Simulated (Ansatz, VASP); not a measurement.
Given: the input of a run of VASP 6.6.1 on AlN.

POSCAR

```
AlN
1.0
    0.0000000000      2.0744206402      2.0744206402
    2.0744206402      0.0000000000      2.0744206402
    2.0744206402      2.0744206402      0.0000000000
Al N
1 1
Direct
    0.5000000000      0.5000000000      0.5000000000
    0.0000000000      0.0000000000      0.0000000000
```

The input INCAR.step1:

```
PREC = Accurate
ENCUT = 520
EDIFF = 1E-5
ISMEAR = -1
SIGMA = 0.05
LREAL = F
LASPH = T
NELM = 60
ALGO = Normal
ISIF = 2
LWAVE = T
LCHARG = F
NBANDS = 11
GGA = PE
```

The input INCAR.step2:

```
PREC = Accurate
ENCUT = 520
EDIFF = 1E-7
ISMEAR = -1
SIGMA = 0.05
LREAL = F
LASPH = T
NELM = 60
ALGO = Normal
ISIF = 2
LWAVE = F
LCHARG = F
GGA = PE
LHFCALC = T
HFSCREEN = 0.2079
PRECFOCK = Normal
NBANDS = 11
ISTART = 1
```

Contents of KPOINTS:

```
regular mesh
0
Gamma
  6 6 6
```

Potentials or basis: VASP PAW PBE potentials, release 64 (Al, N).

Command:

```sh
$ cat potpaw_PBE.64/Al/POTCAR potpaw_PBE.64/N/POTCAR > POTCAR
$ cp INCAR.step1 INCAR
$ mpirun -np 1 vasp_std > vasp.out
$ cp INCAR.step2 INCAR
$ mpirun -np 1 vasp_std > vasp.out
```

Task: Translate it to Ansatz 0.2.0. Potentials there: Ansatz PAW.

Result: As run (the cutoff follows the program's own potentials):

File input:

```
crystal:
  lattice:
    - [0.0, 2.0744206402, 2.0744206402]
    - [2.0744206402, 0.0, 2.0744206402]
    - [2.0744206402, 2.0744206402, 0.0]
  atoms:
    - { symbol: Al, position: [0.5, 0.5, 0.5] }
    - { symbol: "N", position: [0.0, 0.0, 0.0] }
hamiltonian:
  xc: hse06
  pseudopotentials: { kind: paw }
kpoints:
  mp_grid: { grid: [6, 6, 6] }
scf:
  occupations: { method: fermi_dirac, width: 0.05 }
output:
  forces: true
  stress: true
  eigenvalues: true
```

Both were run:

|  | VASP | Ansatz | Ansatz less VASP |
| --- | --- | --- | --- |
| gap on the k mesh at the Fermi level (eV) | 5.18 | 5.24 | +0.065 |
| least direct gap on the mesh (eV) | 6.02 | 6.03 | +0.011 |
| pressure (GPa) | -20.5 | -20.6 | -0.09 |

With one functional, cell and mesh, what is left measures potentials, basis and numerics.

The k mesh is coarse, so the values compare programs but aren't converged.
